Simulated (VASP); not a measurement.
# P (Fm-3m) in VASP: notebook, part 2 of 2

VASP 6.6.1.

### Step 3. Single point, r2SCAN

This run uses another cell than the first one, of 11.67 Å³/atom.

Contents of POSCAR:

```
P
1.0
    0.0000000000      1.8002821719      1.8002821719
    1.8002821719      0.0000000000      1.8002821719
    1.8002821719      1.8002821719      0.0000000000
P
1
Direct
    0.0000000000      0.0000000000      0.0000000000
```

Contents of INCAR.step1:

```
PREC = Accurate ; ENCUT = 550
ISMEAR = 0 ; SIGMA = 0.05
LREAL = False ; LASPH = True
NELM = 120 ; NBANDS = 8
GGA = PE ; ALGO = Normal
EDIFF = 1E-5 ; LWAVE = True
LCHARG = False ; GGA_COMPAT = False
```

Contents of INCAR.step2:

```
PREC = Accurate ; ENCUT = 550
EDIFF = 1E-6 ; ISMEAR = 0
SIGMA = 0.05 ; LREAL = False
LASPH = True ; NELM = 120
ALGO = Normal ; ISIF = 2
LWAVE = False ; LCHARG = False
METAGGA = R2SCAN ; LMIXTAU = True
NBANDS = 8 ; ISTART = 1
GGA_COMPAT = False
```

Contents of KPOINTS:

```
regular mesh
0
Gamma
  19 19 19
```

Potentials or basis: VASP PAW PBE potentials, release 64 (P).

Launch:

```sh
cat potpaw_PBE.64/P/POTCAR > POTCAR
cp INCAR.step1 INCAR
mpirun -np 1 vasp_std > vasp.out
cp INCAR.step2 INCAR
mpirun -np 1 vasp_std > vasp.out
```

Run time: 75 s. Hardware: 1 thread of AMD EPYC 7R43 (Zen 3), shared host; peak memory 0.1 GiB.

Results (log left out):

```yaml
Free_energy: -7.6150 eV
Pressure: 29.6 GPa
Band_gap_on_the_k_mesh: zero (an odd number of electrons rules out a gap without spin polarisation)
```

Levels at points of the mesh, in eV from the Fermi level:
| k point | band 1 | band 2 | band 3 | band 4 | band 5 | band 6 | band 7 |
| --- | --- | --- | --- | --- | --- | --- | --- |
| (0.00, 0.00, 0.00) | -19.98 | 9.62 | 9.62 | 9.62 | 12.54 | 12.54 | 12.54 |

Caveat: the cell stands under pressure; the PAW data sets were made with another functional, which shifts forces and pressure a little.

### Step 4. Single point, r2SCAN

This run uses another cell than the first one, of 12.87 Å³/atom.

Contents of POSCAR:

```
P
1.0
    0.0000000000      1.8601510399      1.8601510399
    1.8601510399      0.0000000000      1.8601510399
    1.8601510399      1.8601510399      0.0000000000
P
1
Direct
    0.0000000000      0.0000000000      0.0000000000
```

Contents of INCAR.step1:

```
SYSTEM = P
PREC = Accurate
ENCUT = 550
ISMEAR = 0
SIGMA = 0.05
LREAL = .FALSE.
LASPH = .TRUE.
NELM = 120
NBANDS = 8
GGA = PE
ALGO = Normal
EDIFF = 1E-5
LWAVE = .TRUE.
LCHARG = .FALSE.
GGA_COMPAT = .FALSE.
```

Contents of INCAR.step2:

```
SYSTEM = P
PREC = Accurate
ENCUT = 550
EDIFF = 1E-6
ISMEAR = 0
SIGMA = 0.05
LREAL = .FALSE.
LASPH = .TRUE.
NELM = 120
ALGO = Normal
ISIF = 2
LWAVE = .FALSE.
LCHARG = .FALSE.
METAGGA = R2SCAN
LMIXTAU = .TRUE.
NBANDS = 8
ISTART = 1
GGA_COMPAT = .FALSE.
```

Contents of KPOINTS:

```
regular mesh
0
G
  19 19 19
  0 0 0
```

Potentials or basis: VASP PAW PBE potentials, release 64 (P).

Launch:

```sh
cat potpaw_PBE.64/P/POTCAR > POTCAR
cp INCAR.step1 INCAR
mpirun -np 1 vasp_std > vasp.out
cp INCAR.step2 INCAR
mpirun -np 1 vasp_std > vasp.out
```

OUTCAR:

```text
SYSTEM = P
   PREC = Accurate
   ENCUT = 550
   EDIFF = 1E-6
   ISMEAR = 0
   LREAL = .FALSE.
   LASPH = .TRUE.
   NELM = 120
   ISIF = 2
   METAGGA = R2SCAN
   ISTART = 1

 ion  position               nearest neighbor table
   1  0.000  0.000  0.000-

  LATTYP: Found a face centered cubic cell.
 ALAT       =     3.7203020798

  Lattice vectors:

 A1 = (   0.0000000000,   1.8601510399,   1.8601510399)
 A2 = (   1.8601510399,   0.0000000000,   1.8601510399)
 A3 = (   1.8601510399,   1.8601510399,   0.0000000000)

Analysis of symmetry for initial positions (statically):
=====================================================================
 Subroutine PRICEL returns:
 Original cell was already a primitive cell.

 Routine SETGRP: Setting up the symmetry group for a
 face centered cubic supercell.

 Subroutine GETGRP returns: Found 48 space group operations
 (whereof 48 operations were pure point group operations)
[... 159 lines left out ...]

  energy without entropy =       -7.77914830  energy(sigma->0) =       -7.77944576

 E-fermi :  11.6305     XC(G=0): -12.8349

 val. band max:       11.6282276963   @ k =   0.4737   0.2632   0.1053
 cond. band min:      11.6971439379   @ k =   0.4737   0.2632   0.0526
 fundamental gap:      0.0689162417
 Fermi energy:        11.6305073508

 k-point     1 :       0.0000    0.0000    0.0000
  band No.  band energies     occupation
      1      -7.0621      2.00000
      2      20.1276      0.00000
      3      20.1276      0.00000
      4      20.1276      0.00000
      5      23.9852      0.00000
      6      23.9852      0.00000
      7      23.9852      0.00000
      8      31.1168      0.00000
[... 243 lines left out ...]
 k-point    24 :      -0.2632    0.0526    0.0000
  band No.  band energies     occupation
      1      -4.4415      2.00000
      2       9.4331      2.00000
      3      16.7765      0.00000
      4      18.7326      0.00000
      5      24.3567      0.00000
      6      24.6624      0.00000
      7      25.1287      0.00000
      8      30.2442      0.00000

 [... further k-points ...]

------------------------ aborting loop because EDIFF is reached ----------------------------------------

  FORCE on cell =-STRESS in cart. coord.  units (eV):
  Direction    XX          YY          ZZ          XY          YZ          ZX
  --------------------------------------------------------------------------------------
  -------------------------------------------------------------------------------------
  Total        1.1915070      1.1915070      1.1915070      0.0000000      0.0000000      0.0000000
  in kB      148.2970626    148.2970626    148.2970626      0.0000000      0.0000000      0.0000000
  external PRESSURE =     148.2970626 kB  Pullay stress =       0.0000000 kB

 VOLUME and BASIS-vectors are now :
 -----------------------------------------------------------------------------
  energy-cutoff  :      550.00
  volume of cell :       12.87
      direct lattice vectors                 reciprocal lattice vectors
     0.000000000  1.860151040  1.860151040    -0.268795377  0.268795377  0.268795377
     1.860151040  0.000000000  1.860151040     0.268795377 -0.268795377  0.268795377
     1.860151040  1.860151040  0.000000000     0.268795377  0.268795377 -0.268795377

 POSITION                                       TOTAL-FORCE (eV/Angst)
 -----------------------------------------------------------------------------------
      0.00000      0.00000      0.00000         0.000000      0.000000      0.000000
 -----------------------------------------------------------------------------------
    total drift:                                0.000000      0.000000     -0.000000

  FREE ENERGIE OF THE ION-ELECTRON SYSTEM (eV)
  ---------------------------------------------------
  free  energy   TOTEN  =        -7.7797432299 eV

  energy  without entropy=       -7.7791482972  energy(sigma->0) =       -7.77944576
```

Wall time 86 s (1 thread of AMD EPYC 7R43 (Zen 3), shared host); peak memory 0.1 GiB.

Results:

- Free energy: -7.7797 eV
- Pressure: 14.8 GPa
- Band gap on the k mesh: zero (an odd number of electrons rules out a gap without spin polarisation)

Caveat: the cell stands under pressure; the PAW data sets were made with another functional, which shifts forces and pressure a little.

### Step 5. The runs side by side

| cell | gap on the mesh (eV) | pressure (GPa) |
| --- | --- | --- |
| a = 2.487 Å, angles 60.0°, 1 atom | none | 44.4 |
| a = 2.546 Å, angles 60.0°, 1 atom | none | 29.6 |
| a = 2.631 Å, angles 60.0°, 1 atom | none | 14.8 |

Alike in all rows: task single point; level r2SCAN; potentials or basis VASP PAW PBE potentials, release 64 (P); no spin polarisation; k mesh 19 × 19 × 19; cutoff (eV) 550; smearing gaussian 0.05 eV.

Caveats: the cell stands under pressure; the PAW data sets were made with another functional, which shifts forces and pressure a little.

Absolute energies hang on the potentials; compare differences alone.
